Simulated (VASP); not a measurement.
Wanted: the native input for a VASP 6.6.1 run.

- Task: single point
- Functional: BLYP
- Potentials or basis: VASP PAW PBE potentials, release 64 (Ag, Rh_pv)
- Cutoff: 520 eV
- k mesh: 11 × 11 × 6
- Occupations: methfessel-paxton, width 0.1 eV
- Spin: no spin polarisation
- Dipole correction: no
- Further INCAR settings: ALGO = Fast; EDIFF = 1e-06; NBANDS = 20

The structure of AgRh lies in POSCAR:

```
AgRh
1.0
    2.8141396046      0.0000000000      0.0000000000
   -1.4070698023      2.4371163874      0.0000000000
    0.0000000000      0.0000000000      4.8718803355
Ag Rh
1 1
Direct
    0.0000000000      0.0000000000      0.5000000000
    0.6666666667      0.3333333333      0.0000000000
```

These files were run (other wordings do the same):

INCAR

```
SYSTEM = AgRh
AGGAC = 1.0 ; AGGAX = 1.0
ALDAC = 0.0 ; ALDAX = 1.0
ALGO = Fast ; EDIFF = 1E-6
ENCUT = 520 ; GGA = B5
ISIF = 2 ; ISMEAR = 1
LASPH = .TRUE. ; LCHARG = .TRUE.
LELF = .TRUE. ; LREAL = .FALSE.
LVHAR = .TRUE. ; LWAVE = .FALSE.
NBANDS = 20 ; NELM = 60
PREC = Accurate ; SIGMA = 0.1
```

KPOINTS

```
k-points
0
G
  11 11 6
  0 0 0
```

Potentials or basis: VASP PAW PBE potentials, release 64 (Ag, Rh_pv).

The run is started by

```sh
$ cat potpaw_PBE.64/Ag/POTCAR potpaw_PBE.64/Rh_pv/POTCAR > POTCAR
$ mpirun -np 1 vasp_std > vasp.out
```

It gave:

```
Pressure               : 1.3 GPa
Band gap on the k mesh : zero (bands 13 and 14 overlap by 1.24 eV)
```

Caveat: the PAW data sets were made with another functional, which shifts forces and pressure a little.

Run time: 58 s on 1 thread of Intel Xeon 8259CL, with other jobs on the host, peak memory 0.18 GiB.
